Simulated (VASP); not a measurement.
# LiNbO3 (R3c) in VASP: notebook, part 2 of 2

VASP 6.6.1. Earlier steps stand in the parts before.

### Step 3. Single point, r2SCAN (volume scaled by 1.10, then relaxed in part)

The input, POSCAR:

```
LiNbO3
1.0
    2.6611017400      1.5363878059      4.7436201066
   -2.6611017400      1.5363878059      4.7436201066
    0.0000000000     -3.0727756118      4.7436201066
Li Nb O
2 2 6
Direct
    0.2860351358      0.2860351358      0.2860351358
    0.7860351358      0.7860351358      0.7860351358
    0.0007440580      0.0007440580      0.0007440580
    0.5007440580      0.5007440580      0.5007440580
    0.1258185613      0.3375224185      0.7216948263
    0.7216948263      0.1258185613      0.3375224185
    0.3375224185      0.7216948263      0.1258185613
    0.2216948263      0.8375224185      0.6258185613
    0.8375224185      0.6258185613      0.2216948263
    0.6258185613      0.2216948263      0.8375224185
```

The input, INCAR.step1:

```
SYSTEM = LiNbO3
PREC = Accurate ; ENCUT = 520
ISMEAR = 0 ; SIGMA = 0.02
LREAL = .FALSE. ; LASPH = .TRUE.
NELM = 60 ; NBANDS = 45
GGA = PE ; ALGO = Normal
EDIFF = 1E-4 ; LWAVE = .TRUE.
LCHARG = .FALSE.
```

The input, INCAR.step2:

```
SYSTEM = LiNbO3
PREC = Accurate ; ENCUT = 520
EDIFF = 1E-6 ; ISMEAR = 0
SIGMA = 0.02 ; LREAL = .FALSE.
LASPH = .TRUE. ; NELM = 60
ALGO = Normal ; ISIF = 2
LWAVE = .FALSE. ; LCHARG = .TRUE.
METAGGA = R2SCAN ; LMIXTAU = .TRUE.
LELF = .TRUE. ; LVHAR = .TRUE.
NBANDS = 45 ; ISTART = 1
```

The input, KPOINTS:

```
regular mesh
0
G
  6 6 6
  0 0 0
```

Potentials or basis: VASP PAW PBE potentials, release 64 (Li_sv, Nb_sv, O).

On the command line:

```bash
$ cat potpaw_PBE.64/Li_sv/POTCAR potpaw_PBE.64/Nb_sv/POTCAR potpaw_PBE.64/O/POTCAR > POTCAR
$ cp INCAR.step1 INCAR
$ mpirun -np 1 vasp_std > vasp.out
$ cp INCAR.step2 INCAR
$ mpirun -np 1 vasp_std > vasp.out
```

OUTCAR:

```text
SYSTEM = LiNbO3
   PREC = Accurate
   ENCUT = 520
   EDIFF = 1E-6
   ISMEAR = 0
   LREAL = .FALSE.
   LASPH = .TRUE.
   NELM = 60
   ISIF = 2
   METAGGA = R2SCAN
   ISTART = 1

 ion  position               nearest neighbor table
   1  0.286  0.286  0.286-   5 2.23   7 2.23   6 2.23   8 2.25  10 2.25   9 2.25
   2  0.786  0.786  0.786-   9 2.23   8 2.23  10 2.23   7 2.25   6 2.25   5 2.25
   3  0.001  0.001  0.001-   5 1.88   6 1.88   7 1.88   9 2.20   8 2.20  10 2.20
   4  0.501  0.501  0.501-   9 1.88  10 1.88   8 1.88   5 2.20   7 2.20   6 2.20
   5  0.126  0.338  0.722-   3 1.88   4 2.20   1 2.23   2 2.25
   6  0.722  0.126  0.338-   3 1.88   4 2.20   1 2.23   2 2.25
   7  0.338  0.722  0.126-   3 1.88   4 2.20   1 2.23   2 2.25
   8  0.222  0.838  0.626-   4 1.88   3 2.20   2 2.23   1 2.25
   9  0.838  0.626  0.222-   4 1.88   3 2.20   2 2.23   1 2.25
  10  0.626  0.222  0.838-   4 1.88   3 2.20   2 2.23   1 2.25

  LATTYP: Found a trigonal (rhomboedric) cell.
 ALAT       =     5.6518918670
 COS(alpha) =     0.5566310605

  Lattice vectors:

 A1 = (   2.6611017400,   1.5363878059,   4.7436201066)
 A2 = (  -2.6611017400,   1.5363878059,   4.7436201066)
 A3 = (   0.0000000000,  -3.0727756118,   4.7436201066)

[... 198 lines left out ...]

 k-point     1 :       0.0000    0.0000    0.0000
  band No.  band energies     occupation
      1     -53.5748      2.00000
      2     -53.5638      2.00000
      3     -41.9493      2.00000
      4     -41.9478      2.00000
      5     -29.1168      2.00000
      6     -29.1168      2.00000
[... 1141 lines left out ...]
     44      12.0071      0.00000
     45      12.7254      0.00000

 [... further k-points ...]
[... 5 lines left out ...]
  --------------------------------------------------------------------------------------
  -------------------------------------------------------------------------------------
  Total       -5.9850381     -5.9850381     -5.9324344      0.0000000      0.0000000      0.0000000
  in kB      -82.4050861    -82.4050861    -81.6808110      0.0000000      0.0000000      0.0000000
  external PRESSURE =     -82.1636611 kB  Pullay stress =       0.0000000 kB

 VOLUME and BASIS-vectors are now :
 -----------------------------------------------------------------------------
  energy-cutoff  :      520.00
  volume of cell :      116.37
      direct lattice vectors                 reciprocal lattice vectors
     2.661101740  1.536387806  4.743620107     0.187892102  0.108479556  0.070269820
    -2.661101740  1.536387806  4.743620107    -0.187892102  0.108479556  0.070269820
     0.000000000 -3.072775612  4.743620107     0.000000000 -0.216959112  0.070269820

 POSITION                                       TOTAL-FORCE (eV/Angst)
 -----------------------------------------------------------------------------------
      0.00000      0.00000      4.07053        -0.000000     -0.000000     -0.006183
      0.00000      0.00000     11.18596        -0.000000     -0.000000     -0.006183
      0.00000      0.00000      0.01059        -0.000000     -0.000000     -0.040290
      0.00000      0.00000      7.12602        -0.000000     -0.000000     -0.040290
     -0.56337     -1.50573      5.62136        -0.019085      0.022356      0.015491
      1.58569      0.26498      5.62136        -0.009818     -0.027706      0.015491
     -1.02232      1.24076      5.62136         0.028903      0.005350      0.015491
     -1.63878     -0.29563      7.99317        -0.028903      0.005350      0.015491
      0.56337      1.56704      7.99317         0.019085      0.022356      0.015491
      1.07541     -1.27141      7.99317         0.009818     -0.027706      0.015491
 -----------------------------------------------------------------------------------
    total drift:                               -0.000000     -0.000001     -0.054866

  FREE ENERGIE OF THE ION-ELECTRON SYSTEM (eV)
  ---------------------------------------------------
  free  energy   TOTEN  =      -118.3315103103 eV

  energy  without entropy=     -118.3315103103  energy(sigma->0) =     -118.33151031
```

OSZICAR.step1:

```text
N       E                     dE             d eps       ncg     rms          rms(c)
DAV:   1     0.727781205948E+03    0.72778E+03   -0.36549E+04  2880   0.158E+03
DAV:   2    -0.290077674313E+02   -0.75679E+03   -0.73104E+03  3793   0.537E+02
DAV:   3    -0.917766436276E+02   -0.62769E+02   -0.62207E+02  4128   0.144E+02
DAV:   4    -0.974221199679E+02   -0.56455E+01   -0.56284E+01  5280   0.407E+01
DAV:   5    -0.977059260979E+02   -0.28381E+00   -0.28369E+00  4352   0.602E+00    0.271E+01
DAV:   6    -0.801417093729E+02    0.17564E+02   -0.80899E+01  4168   0.532E+01    0.987E+00
DAV:   7    -0.798936859142E+02    0.24802E+00   -0.86175E+00  4451   0.170E+01    0.537E+00
DAV:   8    -0.799061872151E+02   -0.12501E-01   -0.95428E-01  4710   0.677E+00    0.192E+00
DAV:   9    -0.798957184965E+02    0.10469E-01   -0.16737E-01  4081   0.303E+00    0.930E-01
DAV:  10    -0.799017221299E+02   -0.60036E-02   -0.39106E-02  3878   0.136E+00    0.152E-01
DAV:  11    -0.799017509145E+02   -0.28785E-04   -0.32723E-03  4396   0.345E-01    0.496E-02
DAV:  12    -0.799019179156E+02   -0.16700E-03   -0.34615E-04  2820   0.130E-01    0.188E-02
DAV:  13    -0.799019200769E+02   -0.21613E-05   -0.53516E-05  1870   0.671E-02
   1 F= -.79901920E+02 E0= -.79901920E+02  d E =-.218016E-74
```

It took 12 min on 1 thread of AMD EPYC 9R45 (Zen 5), shared host; peak memory 0.33 GiB.

What came out:

- Free energy: -118.3315 eV
- Largest force: 0.040 eV/Å
- Band gap on the k mesh: 3.94 eV, indirect (least direct gap 3.98 eV)

Forces in eV/Å, atoms in the order of the input:
```
Li   0.000  0.000 -0.006
Li   0.000  0.000 -0.006
Nb   0.000  0.000 -0.040
Nb   0.000  0.000 -0.040
O   -0.019  0.022  0.015
O   -0.010 -0.028  0.015
O    0.029  0.005  0.015
O   -0.029  0.005  0.015
O    0.019  0.022  0.015
O    0.010 -0.028  0.015
```

Levels at points of the mesh, in eV from the valence-band top:
| k point | band 31 | band 32 | band 33 | band 34 | band 35 | band 36 | band 37 | band 38 |
| --- | --- | --- | --- | --- | --- | --- | --- | --- |
| (0.00, 0.00, 0.00) | -0.89 | -0.34 | 0.00 | 0.00 | 3.98 | 3.98 | 4.49 | 5.43 |
| (0.50, 0.00, 0.00) | -0.37 | -0.37 | -0.29 | -0.29 | 4.18 | 4.18 | 4.98 | 4.98 |
| (0.50, 0.50, 0.00) | -0.84 | -0.70 | -0.59 | -0.12 | 4.08 | 4.62 | 4.87 | 5.15 |
| (0.50, 0.50, 0.50) | -0.42 | -0.42 | -0.42 | -0.42 | 4.88 | 4.88 | 5.08 | 5.08 |

Caveat: the cutoff is under 1.25 times the usual one of these potentials, so pressure, stress and relaxed cells hold a basis-set (Pulay) error; the PAW data sets were made with another functional, which shifts forces and pressure a little. A k mesh can miss the band edges.
